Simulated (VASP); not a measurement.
A run of VASP 6.6.1 is set up as follows.

INCAR

```
SYSTEM = CuO
PREC     = Accurate       ! precision mode
ENCUT    = 820            ! plane-wave cutoff, eV
EDIFF    = 1E-6           ! SCF threshold, eV
ISMEAR   = -1             ! smearing method
SIGMA    = 0.05           ! smearing width, eV
LREAL    = .FALSE.        ! projectors in reciprocal space
LASPH    = .TRUE.         ! aspherical terms in the spheres
NELM     = 120            ! most SCF steps
ALGO     = Normal         ! electronic algorithm
ISIF     = 2              ! what is computed and relaxed
LWAVE    = .FALSE.        ! write WAVECAR
LCHARG   = .TRUE.         ! write CHGCAR
GGA      = PE             ! functional
IVDW     = 12             ! dispersion correction
LELF     = .TRUE.         ! ELF
LVHAR    = .TRUE.       
NBANDS   = 33             ! bands
GGA_COMPAT= .FALSE.
```

Contents of KPOINTS:

```
regular mesh
0
G
  10 10 5
  0 0 0
```

POSCAR

```
CuO
1.0
    2.3418500000     -1.7113000000      0.0000000000
    2.3418500000      1.7113000000      0.0000000000
   -0.8500274268      0.0000000000      5.0578693947
Cu O
2 2
Direct
    0.5000000000      0.0000000000      0.5000000000
    0.0000000000      0.5000000000      0.0000000000
    0.4184000000      0.5816000000      0.7500000000
    0.5816000000      0.4184000000      0.2500000000
```

Potentials or basis: VASP PAW PBE potentials, release 64 (Cu_sv_GW, O).

Launch:

```sh
$ cat potpaw_PBE.64/Cu_sv_GW/POTCAR potpaw_PBE.64/O/POTCAR > POTCAR
$ mpirun -np 1 vasp_std > vasp.out
```

Task: What does it give for the largest force?

Result: 0.256 eV/Å.

Task: Estimate the band gap on the k mesh.

Result: Zero (bands 25 and 26 overlap by 0.60 eV).

Forces on the atoms (eV/Å):
```
Cu   0.000  0.000  0.000
Cu   0.000  0.000  0.000
O    0.000 -0.256  0.000
O    0.000  0.256  0.000
```

Caveat: semilocal functionals often make such compounds metallic where correlation or magnetic order opens a gap, which also shifts bond lengths. With open d or f shells a metallic result of PBE can be an artefact of self-interaction; +U or a hybrid may open a gap.
